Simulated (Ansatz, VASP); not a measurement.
## One calculation of SrAl3, two programs

Contents of INCAR:

```
PREC = Accurate
ENCUT = 520
EDIFF = 1E-6
ISMEAR = 0
SIGMA = 0.05
LREAL = False
LASPH = True
NELM = 100
ALGO = Fast
ISIF = 2
LWAVE = False
LCHARG = True
GGA = PE
LELF = True
LVHAR = True
NBANDS = 18
```

Contents of KPOINTS:

```
regular mesh
0
Gamma
  8 8 8
```

The input POSCAR:

```
SrAl3
1.0
    4.3901328547      0.0000000000      0.0000000000
    0.0000000000      4.3901328547      0.0000000000
    0.0000000000      0.0000000000      4.3901328547
Sr Al
1 3
Direct
    0.0000000000      0.0000000000      0.0000000000
    0.0000000000      0.5000000000      0.5000000000
    0.5000000000      0.5000000000      0.0000000000
    0.5000000000      0.0000000000      0.5000000000
```

Input for Ansatz:

```yaml
crystal:
  lattice:
    - [4.3901328547, 0.0, 0.0]
    - [0.0, 4.3901328547, 0.0]
    - [0.0, 0.0, 4.3901328547]
  atoms:
    - { symbol: Sr, position: [0.0, 0.0, 0.0] }
    - { symbol: Al, position: [0.0, 0.5, 0.5] }
    - { symbol: Al, position: [0.5, 0.5, 0.0] }
    - { symbol: Al, position: [0.5, 0.0, 0.5] }
basis:
  ecutwfc: 420
  ecutrho_ratio: 4
kpoints:
  mp_grid: { grid: [8, 8, 8] }
hamiltonian:
  xc: pbe
scf:
  occupations: { method: gaussian, width: 0.05 }
output:
  forces: true
  stress: true
  eigenvalues: true
```

Alike in both runs: task single point; functional PBE; k mesh 8 × 8 × 8; occupations gaussian, width 0.05 eV; no spin polarisation.

|  | VASP | Ansatz |
| --- | --- | --- |
| version | VASP 6.6.1 | Ansatz 0.2.0 |
| potentials or method | VASP PAW PBE potentials, release 64 (Sr_sv, Al), cutoff 520 eV | scalar-relativistic, plane waves, PAW |
| valence electrons in the cell | 19 | 19 |

```tsv
	VASP	Ansatz	Ansatz less VASP
gap on the k mesh at the Fermi level (eV)	none	none	-
pressure (GPa)	3.1	3.0	-0.05
```

A gap of «none» marks a metal or a gap that the smearing closes. With one functional, cell and mesh, what is left measures potentials, basis and numerics.
